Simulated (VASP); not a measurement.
Here is a VASP 6.6.1 calculation.

File INCAR:

```
SYSTEM = MnB6
  PREC = Accurate
  ENCUT = 520
  EDIFF = 1E-6
  ISMEAR = 0
  SIGMA = 0.2
  LREAL = .False.
  LASPH = .True.
  NELM = 80
  ALGO = Normal
  ISIF = 2
  LWAVE = .False.
  LCHARG = .True.
  GGA = PE
  LELF = .True.
  LVHAR = .True.
  NBANDS = 24
```

Contents of KPOINTS:

```
regular mesh
0
Gamma
  6 6 6
  0 0 0
```

Contents of POSCAR:

```
MnB6
1.0
   -0.0326703406      0.0000000000      3.6040253812
   -2.9546076306      2.4425261254     -0.0011719706
   -2.9546076306     -2.4425261254     -0.0011719706
Mn B
1 6
Direct
    1.0000000000      1.0000000000      0.0000000000
    0.7527808411      0.5371713247      0.9233275265
    0.2472191589      0.0766724735      0.4628286753
    0.2472191589      0.4628286753      0.0766724735
    0.7527808411      0.9233275265      0.5371713247
    0.5000000000      0.7865906718      0.2134093282
    0.5000000000      0.2134093282      0.7865906718
```

Potentials or basis: VASP PAW PBE potentials, release 64 (Mn_pv, B).

Run with:

```sh
$ cat potpaw_PBE.64/Mn_pv/POTCAR potpaw_PBE.64/B/POTCAR > POTCAR
$ mpirun -np 1 vasp_std > vasp.out
```

**Question.** Estimate the band gap on the k mesh.

**Answer.** Zero (an odd number of electrons rules out a gap without spin polarisation).

**Question.** Estimate the largest force.

**Answer.** 0.037 eV/Å.

**Question.** Estimate the pressure.

**Answer.** 0.0 GPa.

Stress tensor (GPa, compression positive):
```
 0.19  0.00 -0.15
 0.00  0.04  0.00
-0.15  0.00 -0.08
```

Caveat: the run has no spin polarisation, though such a crystal can be magnetic. Spin polarisation is off, so any magnetic state and its effect on volume and gap are missing.
